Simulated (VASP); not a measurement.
A run of VASP 6.6.1:

The input INCAR:

```
SYSTEM = GeB4P
  PREC = Accurate
  ENCUT = 520
  EDIFF = 1E-6
  ISMEAR = 0
  SIGMA = 0.1
  LREAL = .False.
  LASPH = .True.
  NELM = 60
  ALGO = Normal
  ISIF = 2
  LWAVE = .False.
  LCHARG = .True.
  GGA = PE
  LELF = .True.
  LVHAR = .True.
  NBANDS = 24
```

Contents of KPOINTS:

```
Automatic mesh
0
Gamma
  6 6 4
  0 0 0
```

POSCAR

```
GeB4P
1.0
    3.1585411700      0.0000000000      0.0000000000
   -1.5792705800      2.7353768900      0.0000000000
    0.0000000000      0.0000000000      6.8643290300
Ge B P
1 4 1
Direct
    0.0000000000      0.0000000000      0.0000000000
    0.3333333300      0.6666666700      0.7444408500
    0.3333333300      0.6666666700      0.2555591500
    0.6666666700      0.3333333300      0.7444408500
    0.6666666700      0.3333333300      0.2555591500
    0.0000000000      0.0000000000      0.5000000000
```

Potentials or basis: VASP PAW PBE potentials, release 64 (Ge_d, B, P).

The run is started by

```bash
$ cat potpaw_PBE.64/Ge_d/POTCAR potpaw_PBE.64/B/POTCAR potpaw_PBE.64/P/POTCAR > POTCAR
$ mpirun -np 1 vasp_std > vasp.out
```

Hardware: 1 thread of Oxide Virtual Turin-like Processor, on a shared host.

How long does it take, and how much memory?

It took 25 s on 1 thread of Oxide Virtual Turin-like Processor, with other jobs on the host, peak memory 0.15 GiB. Counts: scf iterations 13, k points 21.
